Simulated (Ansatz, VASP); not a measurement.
# MgO in VASP and in Ansatz

The input POSCAR:

```
MgO
1.0
    0.0000000000      2.0592539992      2.0592539992
    2.0592539992      0.0000000000      2.0592539992
    2.0592539992      2.0592539992      0.0000000000
Mg O
1 1
Direct
    0.0000000000      0.0000000000      0.0000000000
    0.5000000000      0.5000000000      0.5000000000
```

File INCAR.step1:

```
SYSTEM = MgO
PREC = Accurate
ENCUT = 920
ISMEAR = 0
SIGMA = 0.01
LREAL = .FALSE.
LASPH = .TRUE.
NELM = 120
NBANDS = 15
GGA = PE
ALGO = Normal
EDIFF = 1E-5
LWAVE = .TRUE.
LCHARG = .FALSE.
GGA_COMPAT = .FALSE.
```

INCAR.step2

```
SYSTEM = MgO
PREC = Accurate
ENCUT = 920
EDIFF = 1E-6
ISMEAR = 0
SIGMA = 0.01
LREAL = .FALSE.
LASPH = .TRUE.
NELM = 120
ALGO = Normal
ISIF = 2
LWAVE = .FALSE.
LCHARG = .FALSE.
METAGGA = R2SCAN
LMIXTAU = .TRUE.
NBANDS = 15
ISTART = 1
GGA_COMPAT = .FALSE.
```

KPOINTS

```
Automatic mesh
0
G
  8 8 8
  0 0 0
```

Input for Ansatz:

```yaml
crystal:
  lattice:
    - [0.0, 2.0592539992, 2.0592539992]
    - [2.0592539992, 0.0, 2.0592539992]
    - [2.0592539992, 2.0592539992, 0.0]
  atoms:
    - { symbol: Mg, position: [0.0, 0.0, 0.0] }
    - { symbol: O, position: [0.5, 0.5, 0.5] }
kpoints:
  mp_grid: { grid: [8, 8, 8] }
hamiltonian:
  xc: r2scan
scf:
  occupations: { method: fixed }
  n_extra_bands: 4
output:
  forces: true
  stress: true
  eigenvalues: true
```

Alike in both runs: task single point; functional r2SCAN; k mesh 8 × 8 × 8; no spin polarisation.

|  | VASP | Ansatz |
| --- | --- | --- |
| version | VASP 6.6.1 | Ansatz 0.2.0 |
| potentials or method | VASP PAW PBE potentials, release 64 (Mg_sv, O) | plane waves, PAW |
| plane-wave cutoff (eV) | 920 | 500 |
| occupations | gaussian, width 0.01 eV | fixed |
| valence electrons in the cell | 16 | 16 |

VASP gave:

| Item | Value |
| --- | --- |
| gap on the k mesh at the Fermi level (eV) | 6.35 |
| pressure (GPa) | 12.3 |

Question: What did Ansatz give for the same quantities?

Answer: gap on the k mesh at the Fermi level (eV): 6.34; pressure (GPa): 11.7.

VASP's potentials were made for PBE, not for r2SCAN.
